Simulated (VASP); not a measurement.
# W (Fm-3m) in VASP: notebook

Runs on W. Level: PBE. Tasks: single point, relaxation of cell and atoms.

Program: VASP 6.6.1. These are calculated values, not measurements. Logs are shortened: lines on timing, memory, paths and dates and some standing lists are left out, and cuts for length are marked.

### 1 The cell of the first run

It takes space group Fm-3m (No. 225, cubic). Conventional cell: a = 3.371 Å, b = 3.371 Å, c = 3.371 Å, α = 90.00°, β = 90.00°, γ = 90.00°. W (site symmetry m-3m) has 12 W at 2.38 Å within 3.1 Å.

### 2 Single point, PBE

INCAR

```
SYSTEM = W
PREC = Accurate
ENCUT = 520
EDIFF = 1E-6
ISMEAR = -1
SIGMA = 0.05
LREAL = .FALSE.
LASPH = .TRUE.
NELM = 60
ALGO = Normal
ISIF = 2
LWAVE = .FALSE.
LCHARG = .TRUE.
GGA = PE
LELF = .TRUE.
LVHAR = .TRUE.
NBANDS = 13
```

KPOINTS

```
Automatic mesh
0
G
  20 20 20
  0 0 0
```

POSCAR

```
W
1.0
    0.0000000000      1.6856236246      1.6856236246
    1.6856236246      0.0000000000      1.6856236246
    1.6856236246      1.6856236246      0.0000000000
W
1
Direct
    0.0000000000      0.0000000000      0.0000000000
```

Potentials or basis: VASP PAW PBE potentials, release 64 (W_sv).

On the command line:

```console
cat potpaw_PBE.64/W_sv/POTCAR > POTCAR
mpirun -np 1 vasp_std > vasp.out
```

OUTCAR:

```text
SYSTEM = W
   PREC = Accurate
   ENCUT = 520
   EDIFF = 1E-6
   ISMEAR = -1
   LREAL = .FALSE.
   LASPH = .TRUE.
   NELM = 60
   ISIF = 2
   GGA = PE

 ion  position               nearest neighbor table
   1  0.000  0.000  0.000-

  LATTYP: Found a face centered cubic cell.
 ALAT       =     3.3712472492

  Lattice vectors:

 A1 = (   0.0000000000,   1.6856236246,   1.6856236246)
 A2 = (   1.6856236246,   0.0000000000,   1.6856236246)
 A3 = (   1.6856236246,   1.6856236246,   0.0000000000)

Analysis of symmetry for initial positions (statically):
=====================================================================
 Subroutine PRICEL returns:
 Original cell was already a primitive cell.

 Routine SETGRP: Setting up the symmetry group for a
 face centered cubic supercell.

 Subroutine GETGRP returns: Found 48 space group operations
 (whereof 48 operations were pure point group operations)
 out of a pool of 48 trial point group operations.

The static configuration has the point symmetry O_h .

Analysis of symmetry for dynamics (positions and initial velocities):
=====================================================================
 Subroutine PRICEL returns:
 Original cell was already a primitive cell.

 Routine SETGRP: Setting up the symmetry group for a
 face centered cubic supercell.

 Subroutine GETGRP returns: Found 48 space group operations
 (whereof 48 operations were pure point group operations)
 out of a pool of 48 trial point group operations.

The dynamic configuration has the point symmetry O_h .

 Subroutine INISYM returns: Found 48 space group operations
 (whereof 48 operations are pure point group operations),
 and found     1 'primitive' translations

----------------------------------------------------------------------------------------

                                     Primitive cell

  volume of cell :       9.5788

  direct lattice vectors                    reciprocal lattice vectors
     0.000000000  1.685623625  1.685623625    -0.296626123  0.296626123  0.296626123
     1.685623625  0.000000000  1.685623625     0.296626123 -0.296626123  0.296626123
     1.685623625  1.685623625  0.000000000     0.296626123  0.296626123 -0.296626123

  length of vectors
     2.383831791  2.383831791  2.383831791     0.513771515  0.513771515  0.513771515

  position of ions in fractional coordinates (direct lattice)
     0.000000000  0.000000000  0.000000000

  ion indices of the primitive-cell ions
[... 80 lines left out ...]
   ISIF   =      2    stress and relaxation
   ISYM   =      2    0-nonsym 1-usesym 2-fastsym
   POTIM  = 0.5000    time-step for ionic-motion
   TEBEG  =    0.0;   TEEND  =   0.0 temperature during run
   PSTRESS=    0.0 pullay stress
   NELECT =      14.0000    total number of electrons
   NUPDOWN=      -1.0000    fix difference up-down
   EMIN   =  10.00;   EMAX   =-10.00  energy-range for DOS
   EFERMI =   0.00;   METHOD = LEGACY
   ISMEAR =    -1;   SIGMA  =   0.05  broadening in eV -4-tet -1-fermi 0-gaus
   EFERMI_NEDOS =   21; number of points for ismear=-14 and -15
   IALGO  =     38    algorithm
   IMIX   =      4    mixing-type and parameters
     AMIX     =   0.40;   BMIX     =  1.00
     AMIX_MAG =   1.60;   BMIX_MAG =  1.00
  volume/ion in A,a.u.               =       9.58        64.64
  Fermi-wavevector in a.u.,A,eV,Ry     =   1.857862  3.510851 46.962591  3.451653
  Thomas-Fermi vector in A             =   2.906435
   LORBIT       =      0    0 simple, 1 ext, 2 COOP (PROOUT), +10 PAW based schemes
   GGA     = PE    functional components
   LHFCALC =     F    Hartree Fock is set to
   AEXX    =    0.0000 exact exchange contribution
   IVDW    =     0    specifies the selected vdW correction
   LEPSILON=     F    determine dielectric tensor
   LRPA    =     F    only Hartree local field effects (RPA)
 non-spin polarized calculation
  energy-cutoff  :      520.00
  volume of cell :        9.58
 maximum number of plane-waves:       271
 NGX is ok and might be reduce to    18
   NGX =  9   NGY =  9   NGZ =  9

 number of electron      13.9999998 magnetization

 Free energy of the ion-electron system (eV)
  ---------------------------------------------------
  ext. energy  EPLUGINS =         0.00000000
  ---------------------------------------------------
  free energy    TOTEN  =        -6.33849304 eV

  energy without entropy =       -6.33351055  energy(sigma->0) =       -6.33600180

 E-fermi :  19.8537     XC(G=0): -16.7209

 val. band max:       19.8359770159   @ k =   0.2500   0.1500   0.0500
 cond. band min:      19.8862556707   @ k =   0.3500   0.0500   0.0000
 fundamental gap:      0.0502786549
 Fermi energy:        19.8537217497

 k-point     1 :       0.0000    0.0000    0.0000
  band No.  band energies     occupation
      1     -54.1997      2.00000
      2     -15.7157      2.00000
      3     -15.7157      2.00000
      4     -15.7157      2.00000
      5       8.7491      2.00000
      6      17.7159      2.00000
      7      17.7159      2.00000
      8      17.7159      2.00000
      9      24.1478      0.00000
     10      24.1479      0.00000
     11      32.5068      0.00000
     12      40.9355      0.00000
     13      40.9355      0.00000
[... 354 lines left out ...]
  band No.  band energies     occupation
      1     -53.3762      2.00000
      2     -20.6197      2.00000
      3     -16.5031      2.00000
      4     -16.2799      2.00000
      5      11.0932      2.00000
      6      17.4696      2.00000
      7      17.7052      2.00000
      8      21.1242      0.00000
      9      26.0552      0.00000
     10      28.2178      0.00000
     11      32.8282      0.00000
     12      44.7722      0.00000
     13      48.1869      0.00000

 [... further k-points ...]

------------------------ aborting loop because EDIFF is reached ----------------------------------------

  FORCE on cell =-STRESS in cart. coord.  units (eV):
  Direction    XX          YY          ZZ          XY          YZ          ZX
  --------------------------------------------------------------------------------------
  -------------------------------------------------------------------------------------
  Total       26.6993531     26.6993531     26.6993531      0.0000000     -0.0000000     -0.0000000
  in kB     4465.8023374   4465.8023374   4465.8023374      0.0000000     -0.0000000     -0.0000000
  external PRESSURE =    4465.8023374 kB  Pullay stress =       0.0000000 kB

 VOLUME and BASIS-vectors are now :
 -----------------------------------------------------------------------------
  energy-cutoff  :      520.00
  volume of cell :        9.58
      direct lattice vectors                 reciprocal lattice vectors
     0.000000000  1.685623625  1.685623625    -0.296626123  0.296626123  0.296626123
     1.685623625  0.000000000  1.685623625     0.296626123 -0.296626123  0.296626123
     1.685623625  1.685623625  0.000000000     0.296626123  0.296626123 -0.296626123

 POSITION                                       TOTAL-FORCE (eV/Angst)
 -----------------------------------------------------------------------------------
      0.00000      0.00000      0.00000         0.000000     -0.000000      0.000000
 -----------------------------------------------------------------------------------
    total drift:                                0.000000     -0.000000     -0.000000

  FREE ENERGIE OF THE ION-ELECTRON SYSTEM (eV)
  ---------------------------------------------------
  free  energy   TOTEN  =        -6.3384930397 eV

  energy  without entropy=       -6.3335105538  energy(sigma->0) =       -6.33600180
```

stdout:

```text
POSCAR found type information on POSCAR W
 POSCAR found :  1 types and       1 ions
 scaLAPACK will be used
 LDA part: xc-table for (Slater+PW92), standard interpolation
 POSCAR, INCAR and KPOINTS ok, starting setup
 FFT: planning ... GRIDC
 FFT: planning ... GRID_SOFT
 FFT: planning ... GRID
 WAVECAR not read
 entering main loop
```

It took 11 s on 1 thread of Intel Xeon 6975P-C (Granite Rapids), shared host; peak memory 0.14 GiB.

Results:

- Free energy: -6.3385 eV
- Pressure: 446.6 GPa
- Band gap on the k mesh: zero (band 7 reaches 28.78 eV, above the bottom of band 8 at 17.72 eV)

Caveat: spin-orbit coupling is left out, which moves the levels of the heavy elements.

### 3 Single point, PBE

INCAR

```
PREC = Accurate ; ENCUT = 520
EDIFF = 1E-6 ; ISMEAR = -1
SIGMA = 0.05 ; LREAL = False
LASPH = True ; NELM = 60
ALGO = Normal ; ISIF = 2
LWAVE = False ; LCHARG = False
GGA = PE ; NBANDS = 13
```

KPOINTS

```
Automatic mesh
0
Gamma
  20 20 20
```

POSCAR

```
W
1.0
    0.0000000000      1.6845712478      1.6845712478
    1.6845712478      0.0000000000      1.6845712478
    1.6845712478      1.6845712478      0.0000000000
W
1
Direct
    0.0000000000      0.0000000000      0.0000000000
```

Potentials or basis: VASP PAW PBE potentials, release 64 (W_sv).

On the command line:

```console
cat potpaw_PBE.64/W_sv/POTCAR > POTCAR
mpirun -np 1 vasp_std > vasp.out
```

OUTCAR:

```text
PREC = Accurate
   ENCUT = 520
   EDIFF = 1E-6
   ISMEAR = -1
   LREAL = False
   LASPH = True
   NELM = 60
   ISIF = 2
   GGA = PE

 ion  position               nearest neighbor table
   1  0.000  0.000  0.000-

  LATTYP: Found a face centered cubic cell.
 ALAT       =     3.3691424956

  Lattice vectors:

 A1 = (   0.0000000000,   1.6845712478,   1.6845712478)
 A2 = (   1.6845712478,   0.0000000000,   1.6845712478)
 A3 = (   1.6845712478,   1.6845712478,   0.0000000000)

Analysis of symmetry for initial positions (statically):
=====================================================================
 Subroutine PRICEL returns:
 Original cell was already a primitive cell.

 Routine SETGRP: Setting up the symmetry group for a
 face centered cubic supercell.

 Subroutine GETGRP returns: Found 48 space group operations
 (whereof 48 operations were pure point group operations)
 out of a pool of 48 trial point group operations.

The static configuration has the point symmetry O_h .

Analysis of symmetry for dynamics (positions and initial velocities):
=====================================================================
 Subroutine PRICEL returns:
 Original cell was already a primitive cell.

 Routine SETGRP: Setting up the symmetry group for a
 face centered cubic supercell.

 Subroutine GETGRP returns: Found 48 space group operations
 (whereof 48 operations were pure point group operations)
 out of a pool of 48 trial point group operations.

The dynamic configuration has the point symmetry O_h .

 Subroutine INISYM returns: Found 48 space group operations
 (whereof 48 operations are pure point group operations),
 and found     1 'primitive' translations

----------------------------------------------------------------------------------------
[... 114 lines left out ...]
  Thomas-Fermi vector in A             =   2.907343
   LORBIT       =      0    0 simple, 1 ext, 2 COOP (PROOUT), +10 PAW based schemes
   GGA     = PE    functional components
   LHFCALC =     F    Hartree Fock is set to
   AEXX    =    0.0000 exact exchange contribution
   IVDW    =     0    specifies the selected vdW correction
   LEPSILON=     F    determine dielectric tensor
   LRPA    =     F    only Hartree local field effects (RPA)
 non-spin polarized calculation
  energy-cutoff  :      520.00
  volume of cell :        9.56
 maximum number of plane-waves:       271
 NGX is ok and might be reduce to    18
   NGX =  9   NGY =  9   NGZ =  9

 number of electron      13.9999998 magnetization

 Free energy of the ion-electron system (eV)
  ---------------------------------------------------
  ext. energy  EPLUGINS =         0.00000000
  ---------------------------------------------------
  free energy    TOTEN  =        -6.28831496 eV

  energy without entropy =       -6.28332159  energy(sigma->0) =       -6.28581828

 E-fermi :  19.8956     XC(G=0): -16.7334

 val. band max:       19.8723829916   @ k =   0.2500   0.1500   0.0500
 cond. band min:      19.9274444237   @ k =  -0.2500   0.2000   0.0500
 fundamental gap:      0.0550614321
 Fermi energy:        19.8956153811

 k-point     1 :       0.0000    0.0000    0.0000
  band No.  band energies     occupation
      1     -54.1694      2.00000
      2     -15.6697      2.00000
      3     -15.6697      2.00000
      4     -15.6697      2.00000
      5       8.7873      2.00000
      6      17.7468      2.00000
      7      17.7468      2.00000
      8      17.7468      2.00000
      9      24.1937      0.00000
     10      24.1937      0.00000
     11      32.5432      0.00000
     12      40.9854      0.00000
     13      40.9854      0.00000
[... 354 lines left out ...]
  band No.  band energies     occupation
      1     -53.3402      2.00000
      2     -20.5977      2.00000
      3     -16.4610      2.00000
      4     -16.2365      2.00000
      5      11.1197      2.00000
      6      17.4996      2.00000
      7      17.7354      2.00000
      8      21.1801      0.00000
      9      26.1044      0.00000
     10      28.2735      0.00000
     11      32.8693      0.00000
     12      44.8582      0.00000
     13      48.2616      0.00000

 [... further k-points ...]

------------------------ aborting loop because EDIFF is reached ----------------------------------------

  FORCE on cell =-STRESS in cart. coord.  units (eV):
  Direction    XX          YY          ZZ          XY          YZ          ZX
  --------------------------------------------------------------------------------------
  -------------------------------------------------------------------------------------
  Total       26.8380379     26.8380379     26.8380379     -0.0000000      0.0000000      0.0000000
  in kB     4497.4174079   4497.4174079   4497.4174079     -0.0000000      0.0000000      0.0000000
  external PRESSURE =    4497.4174079 kB  Pullay stress =       0.0000000 kB

 VOLUME and BASIS-vectors are now :
 -----------------------------------------------------------------------------
  energy-cutoff  :      520.00
  volume of cell :        9.56
      direct lattice vectors                 reciprocal lattice vectors
     0.000000000  1.684571248  1.684571248    -0.296811429  0.296811429  0.296811429
     1.684571248  0.000000000  1.684571248     0.296811429 -0.296811429  0.296811429
     1.684571248  1.684571248  0.000000000     0.296811429  0.296811429 -0.296811429

 POSITION                                       TOTAL-FORCE (eV/Angst)
 -----------------------------------------------------------------------------------
      0.00000      0.00000      0.00000         0.000000      0.000000      0.000000
 -----------------------------------------------------------------------------------
    total drift:                               -0.000000      0.000000      0.000000

  FREE ENERGIE OF THE ION-ELECTRON SYSTEM (eV)
  ---------------------------------------------------
  free  energy   TOTEN  =        -6.2883149627 eV

  energy  without entropy=       -6.2833215897  energy(sigma->0) =       -6.28581828
```

OSZICAR:

```text
N       E                     dE             d eps       ncg     rms          rms(c)
DAV:   1     0.844029205837E+02    0.84403E+02   -0.72541E+03  6767   0.131E+03
DAV:   2    -0.548153313348E+01   -0.89884E+02   -0.86368E+02  7291   0.326E+02
DAV:   3    -0.669787194825E+01   -0.12163E+01   -0.12113E+01  7376   0.360E+01
DAV:   4    -0.670021288370E+01   -0.23409E-02   -0.23409E-02  7651   0.173E+00
DAV:   5    -0.670022065006E+01   -0.77664E-05   -0.77654E-05  7466   0.946E-02    0.518E+01
DAV:   6    -0.642273607233E+01    0.27748E+00   -0.64654E-02  6871   0.350E+00    0.284E+01
DAV:   7    -0.628927270098E+01    0.13346E+00   -0.80345E-02  6876   0.365E+00    0.354E-01
DAV:   8    -0.628827447740E+01    0.99822E-03   -0.27568E-03  6976   0.778E-01    0.123E-01
DAV:   9    -0.628830550313E+01   -0.31026E-04   -0.58690E-05  7981   0.108E-01    0.162E-02
DAV:  10    -0.628831550231E+01   -0.99992E-05   -0.30729E-06  7176   0.201E-02    0.863E-03
DAV:  11    -0.628831496270E+01    0.53960E-06   -0.27711E-08  3728   0.193E-03
   1 F= -.62883150E+01 E0= -.62858183E+01  d E =-.499337E-02
```

Wall time 11 s (1 thread of Intel Xeon 6975P-C (Granite Rapids), shared host); peak memory 0.14 GiB.

What came out:

```
Free energy            : -6.2883 eV
Pressure               : 449.7 GPa
Band gap on the k mesh : zero (band 7 reaches 28.85 eV, above the bottom of band 8 at 17.75 eV)
```

Caveat: spin-orbit coupling is left out, which moves the levels of the heavy elements.

(Continued in part 2 of 2.)
